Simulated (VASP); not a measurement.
# Ba3SbP (Pm-3m) in VASP: single point with PBE

Aim: the single point of Ba3SbP with PBE.

Everything below comes from runs of VASP 6.6.1. Logs are shortened: lines on timing, memory, paths and dates and some standing lists are left out, and cuts for length are marked.

**1. The cell of the first run**

The structure is cubic, space group Pm-3m (No. 221). Conventional cell: a = 6.113 Å, b = 6.113 Å, c = 6.113 Å, α = 90.00°, β = 90.00°, γ = 90.00°. Ba (site symmetry 4/mmm) has 2 P at 3.06 Å within 4.0 Å. Within 5.7 Å of Sb (site symmetry m-3m) lie 12 Ba at 4.32 Å and 8 P at 5.29 Å. Within 4.0 Å of P (site symmetry m-3m) lie 6 Ba at 3.06 Å.

**2. Single point, PBE**

Input file INCAR:

```
ALGO = Normal
EDIFF = 1E-7
ENCUT = 520
GGA = PE
ISIF = 2
ISMEAR = -1
LASPH = True
LCHARG = True
LELF = True
LREAL = False
LVHAR = True
LWAVE = False
NBANDS = 28
NELM = 100
PREC = Accurate
SIGMA = 0.05
```

Input file KPOINTS:

```
k-points
0
Gamma
  5 5 5
```

Input file POSCAR:

```
Ba3SbP
1.0
    6.1131770000      0.0000000000      0.0000000000
    0.0000000000      6.1131770000      0.0000000000
    0.0000000000      0.0000000000      6.1131770000
Ba Sb P
3 1 1
Direct
    0.5000000000      0.5000000000      0.0000000000
    0.5000000000      0.0000000000      0.5000000000
    0.0000000000      0.5000000000      0.5000000000
    0.0000000000      0.0000000000      0.0000000000
    0.5000000000      0.5000000000      0.5000000000
```

Potentials or basis: VASP PAW PBE potentials, release 64 (Ba_sv, Sb, P).

Started as:

```
cat potpaw_PBE.64/Ba_sv/POTCAR potpaw_PBE.64/Sb/POTCAR potpaw_PBE.64/P/POTCAR > POTCAR
mpirun -np 1 vasp_std > vasp.out
```

OUTCAR:

```text
EDIFF = 1E-7
   ENCUT = 520
   GGA = PE
   ISIF = 2
   ISMEAR = -1
   LASPH = True
   LREAL = False
   NELM = 100
   PREC = Accurate

 ion  position               nearest neighbor table
   1  0.500  0.500  0.000-   5 3.06   5 3.06   2 4.32   2 4.32   3 4.32   3 4.32   2 4.32   2 4.32
                             3 4.32   3 4.32
   2  0.500  0.000  0.500-   5 3.06   5 3.06   1 4.32   1 4.32   1 4.32   3 4.32   3 4.32   1 4.32
                             3 4.32   3 4.32
   3  0.000  0.500  0.500-   5 3.06   5 3.06   1 4.32   1 4.32   2 4.32   1 4.32   2 4.32   2 4.32
                             1 4.32   2 4.32
   4  0.000  0.000  0.000-
   5  0.500  0.500  0.500-   1 3.06   2 3.06   3 3.06   1 3.06   2 3.06   3 3.06

  LATTYP: Found a simple cubic cell.
 ALAT       =     6.1131770000

  Lattice vectors:

 A1 = (   6.1131770000,   0.0000000000,   0.0000000000)
 A2 = (   0.0000000000,   6.1131770000,   0.0000000000)
 A3 = (   0.0000000000,   0.0000000000,   6.1131770000)

Analysis of symmetry for initial positions (statically):
=====================================================================
 Subroutine PRICEL returns:
 Original cell was already a primitive cell.

 Routine SETGRP: Setting up the symmetry group for a
 simple cubic supercell.

 Subroutine GETGRP returns: Found 48 space group operations
 (whereof 48 operations were pure point group operations)
 out of a pool of 48 trial point group operations.

The static configuration has the point symmetry O_h .

Analysis of symmetry for dynamics (positions and initial velocities):
=====================================================================
 Subroutine PRICEL returns:
 Original cell was already a primitive cell.

 Routine SETGRP: Setting up the symmetry group for a
 simple cubic supercell.

 Subroutine GETGRP returns: Found 48 space group operations
 (whereof 48 operations were pure point group operations)
 out of a pool of 48 trial point group operations.

The dynamic configuration has the point symmetry O_h .

 Subroutine INISYM returns: Found 48 space group operations
 (whereof 48 operations are pure point group operations),
 and found     1 'primitive' translations

----------------------------------------------------------------------------------------

                                     Primitive cell

  volume of cell :     228.4551

  direct lattice vectors                    reciprocal lattice vectors
     6.113177000  0.000000000  0.000000000     0.163581064  0.000000000  0.000000000
     0.000000000  6.113177000  0.000000000     0.000000000  0.163581064  0.000000000
     0.000000000  0.000000000  6.113177000     0.000000000  0.000000000  0.163581064

  length of vectors
     6.113177000  6.113177000  6.113177000     0.163581064  0.163581064  0.163581064

  position of ions in fractional coordinates (direct lattice)
     0.500000000  0.500000000  0.000000000
     0.500000000  0.000000000  0.500000000
     0.000000000  0.500000000  0.500000000
     0.000000000  0.000000000  0.000000000
     0.500000000  0.500000000  0.500000000

  ion indices of the primitive-cell ions
   primitive index   ion index
                 1           1
                 2           2
                 3           3
                 4           4
                 5           5

----------------------------------------------------------------------------------------

 KPOINTS: k-points

Automatic generation of k-mesh.
 Grid dimensions read from file:
 generate k-points for:    5    5    5

 Generating k-lattice:

  Cartesian coordinates                     Fractional coordinates (reciprocal lattice)
     0.032716213  0.000000000  0.000000000     0.200000000  0.000000000  0.000000000
     0.000000000  0.032716213  0.000000000     0.000000000  0.200000000  0.000000000
     0.000000000  0.000000000  0.032716213     0.000000000  0.000000000  0.200000000

  Length of vectors
     0.032716213  0.032716213  0.032716213

  Shift w.r.t. Gamma in fractional coordinates (k-lattice)
     0.000000000  0.000000000  0.000000000

 Subroutine IBZKPT returns following result:
 ===========================================

 Found     10 irreducible k-points:

 Following reciprocal coordinates:
            Coordinates               Weight
  0.000000  0.000000  0.000000      1.000000
  0.200000  0.000000  0.000000      6.000000
  0.400000  0.000000  0.000000      6.000000
  0.200000  0.200000  0.000000     12.000000
  0.400000  0.200000  0.000000     24.000000
  0.400000  0.400000  0.000000     12.000000
  0.200000  0.200000  0.200000      8.000000
  0.400000  0.200000  0.200000     24.000000
  0.400000  0.400000  0.200000     24.000000
  0.400000  0.400000  0.400000      8.000000
   k-points           NKPTS =     10   k-points in BZ     NKDIM =     10   number of bands    NBANDS=     28
   number of dos      NEDOS =    301   number of ions     NIONS =      5
   total plane-waves  NPLWV = 110592
   dimension x,y,z NGX =    48 NGY =   48 NGZ =   48
   dimension x,y,z NGXF=    96 NGYF=   96 NGZF=   96
   ions per type =               3   1   1
   NGX,Y,Z   is equivalent  to a cutoff of  13.05, 13.05, 13.05 a.u.
   NGXF,Y,Z  is equivalent  to a cutoff of  26.11, 26.11, 26.11 a.u.
 SYSTEM =  unknown system
   PREC   = accura    normal or accurate (medium, high low for compatibility)
   ISTART =      0    job   : 0-new  1-cont  2-samecut
   ICHARG =      2    charge: 1-file 2-atom 10-const
   ISPIN  =      1    spin polarized calculation?
   LNONCOLLINEAR =      F non collinear calculations
   LSORBIT =      F    spin-orbit coupling
   LASPH  =      T    aspherical Exc in radial PAW
   ENCUT  =  520.0 eV  38.22 Ry    6.18 a.u.  11.37 11.37 11.37*2*pi/ulx,y,z
   NELM   =    100;   NELMIN=  2; NELMDL= -5     # of ELM steps
   EDIFF  = 0.1E-06   stopping-criterion for ELM
   LREAL  =      F    real-space projection
   EDIFFG = 0.1E-05   stopping-criterion for IOM
   NSW    =      0    number of steps for IOM
   IBRION =     -1    ionic relax: 0-MD 1-quasi-New 2-CG
   NFREE  =      0    steps in history (QN), initial steepest desc. (CG)
   ISIF   =      2    stress and relaxation
   ISYM   =      2    0-nonsym 1-usesym 2-fastsym
   POTIM  = 0.5000    time-step for ionic-motion
   TEBEG  =    0.0;   TEEND  =   0.0 temperature during run
   PSTRESS=    0.0 pullay stress
   NELECT =      40.0000    total number of electrons
   NUPDOWN=      -1.0000    fix difference up-down
   EMIN   =  10.00;   EMAX   =-10.00  energy-range for DOS
   EFERMI =   0.00;   METHOD = LEGACY
   ISMEAR =    -1;   SIGMA  =   0.05  broadening in eV -4-tet -1-fermi 0-gaus
   EFERMI_NEDOS =   21; number of points for ismear=-14 and -15
   IALGO  =     38    algorithm
   IMIX   =      4    mixing-type and parameters
     AMIX     =   0.40;   BMIX     =  1.00
     AMIX_MAG =   1.60;   BMIX_MAG =  1.00
  volume/ion in A,a.u.               =      45.69       308.34
  Fermi-wavevector in a.u.,A,eV,Ry     =   0.915857  1.730720 11.412496  0.838795
  Thomas-Fermi vector in A             =   2.040647
   LORBIT       =      0    0 simple, 1 ext, 2 COOP (PROOUT), +10 PAW based schemes
   GGA     = PE    functional components
   LHFCALC =     F    Hartree Fock is set to
   AEXX    =    0.0000 exact exchange contribution
   IVDW    =     0    specifies the selected vdW correction
   LEPSILON=     F    determine dielectric tensor
   LRPA    =     F    only Hartree local field effects (RPA)
 non-spin polarized calculation
  energy-cutoff  :      520.00
  volume of cell :      228.46
 maximum number of plane-waves:      6187
 NGX is ok and might be reduce to    48
   NGX = 23   NGY = 23   NGZ = 23

 number of electron      39.9999993 magnetization

 Free energy of the ion-electron system (eV)
  ---------------------------------------------------
  ext. energy  EPLUGINS =         0.00000000
  ---------------------------------------------------
  free energy    TOTEN  =       -19.46752336 eV

  energy without entropy =      -19.46691410  energy(sigma->0) =      -19.46721873

 E-fermi :   2.4139     XC(G=0):  -7.8736

 val. band max:        2.2422833188   @ k =   0.0000   0.0000   0.0000
 cond. band min:       2.5296026789   @ k =   0.0000   0.0000   0.0000
 fundamental gap:      0.2873193601
 Fermi energy:         2.4138810795

 k-point     1 :       0.0000    0.0000    0.0000
  band No.  band energies     occupation
      1     -26.0123      2.00000
      2     -25.9456      2.00000
      3     -25.9456      2.00000
      4     -11.4557      2.00000
      5     -11.4557      2.00000
      6     -11.4557      2.00000
[... 20 lines left out ...]
     27       5.4446      0.00000
     28       5.4446      0.00000

 k-point     2 :       0.2000    0.0000    0.0000
  band No.  band energies     occupation
      1     -26.0066      2.00000
      2     -25.9510      2.00000
      3     -25.9455      2.00000
      4     -11.4359      2.00000
      5     -11.4321      2.00000
      6     -11.4321      2.00000
[... 20 lines left out ...]
     27       5.1719      0.00000
     28       5.6936      0.00000

 k-point     3 :       0.4000    0.0000    0.0000
  band No.  band energies     occupation
      1     -25.9937      2.00000
      2     -25.9637      2.00000
      3     -25.9455      2.00000
      4     -11.3820      2.00000
      5     -11.3820      2.00000
      6     -11.3662      2.00000
[... 20 lines left out ...]
     27       4.7516      0.00000
     28       5.7631      0.00000

 k-point     4 :       0.2000    0.2000    0.0000
  band No.  band energies     occupation
      1     -26.0014      2.00000
      2     -25.9530      2.00000
      3     -25.9485      2.00000
      4     -11.4889      2.00000
      5     -11.4077      2.00000
      6     -11.3584      2.00000
[... 144 lines left out ...]
     27       5.1075      0.00000
     28       5.4665      0.00000

 k-point     9 :       0.4000    0.4000    0.2000
  band No.  band energies     occupation
      1     -25.9763      2.00000
      2     -25.9650      2.00000
      3     -25.9604      2.00000
      4     -11.7295      2.00000
      5     -11.4101      2.00000
      6     -11.3456      2.00000
[... 20 lines left out ...]
     27       5.1279      0.00000
     28       5.5406      0.00000

 k-point    10 :       0.4000    0.4000    0.4000
  band No.  band energies     occupation
      1     -25.9713      2.00000
      2     -25.9649      2.00000
      3     -25.9649      2.00000
      4     -11.8635      2.00000
      5     -11.4106      2.00000
      6     -11.4048      2.00000
[... 20 lines left out ...]
     27       4.7745      0.00000
     28       5.9202      0.00000

------------------------ aborting loop because EDIFF is reached ----------------------------------------

  FORCE on cell =-STRESS in cart. coord.  units (eV):
  Direction    XX          YY          ZZ          XY          YZ          ZX
  --------------------------------------------------------------------------------------
  -------------------------------------------------------------------------------------
  Total       -0.1377540     -0.1377540     -0.1377540      0.0000000     -0.0000000      0.0000000
  in kB       -0.9660820     -0.9660820     -0.9660820      0.0000000     -0.0000000      0.0000000
  external PRESSURE =      -0.9660820 kB  Pullay stress =       0.0000000 kB

 VOLUME and BASIS-vectors are now :
 -----------------------------------------------------------------------------
  energy-cutoff  :      520.00
  volume of cell :      228.46
      direct lattice vectors                 reciprocal lattice vectors
     6.113177000  0.000000000  0.000000000     0.163581064  0.000000000  0.000000000
     0.000000000  6.113177000  0.000000000     0.000000000  0.163581064  0.000000000
     0.000000000  0.000000000  6.113177000     0.000000000  0.000000000  0.163581064

 POSITION                                       TOTAL-FORCE (eV/Angst)
 -----------------------------------------------------------------------------------
      3.05659      3.05659      0.00000         0.000000      0.000000      0.000000
      3.05659      0.00000      3.05659         0.000000      0.000000      0.000000
      0.00000      3.05659      3.05659         0.000000      0.000000      0.000000
      0.00000      0.00000      0.00000         0.000000      0.000000      0.000000
      3.05659      3.05659      3.05659         0.000000      0.000000      0.000000
 -----------------------------------------------------------------------------------
    total drift:                                0.000000     -0.000000     -0.000000

  FREE ENERGIE OF THE ION-ELECTRON SYSTEM (eV)
  ---------------------------------------------------
  free  energy   TOTEN  =       -19.4675233606 eV

  energy  without entropy=      -19.4669140967  energy(sigma->0) =      -19.46721873
```

Wall time 49 s (1 thread of Intel Xeon 6975P-C (Granite Rapids), shared host); peak memory 0.35 GiB.

What came out:

```
Free energy            : -19.4675 eV
Pressure               : -0.1 GPa
Band gap on the k mesh : 0.29 eV
```

Levels at points of the mesh, in eV from the valence-band top:
| k point | band 18 | band 19 | band 20 | band 21 | band 22 | band 23 |
| --- | --- | --- | --- | --- | --- | --- |
| (0.00, 0.00, 0.00) | 0.00 | 0.00 | 0.00 | 0.29 | 0.50 | 0.50 |

Caveat: semilocal functionals underestimate gaps, and a narrow one can read as zero; spin-orbit coupling is left out, which moves the levels of the heavy elements; an odd mesh through Γ misses points on the zone boundary, where band edges can lie.
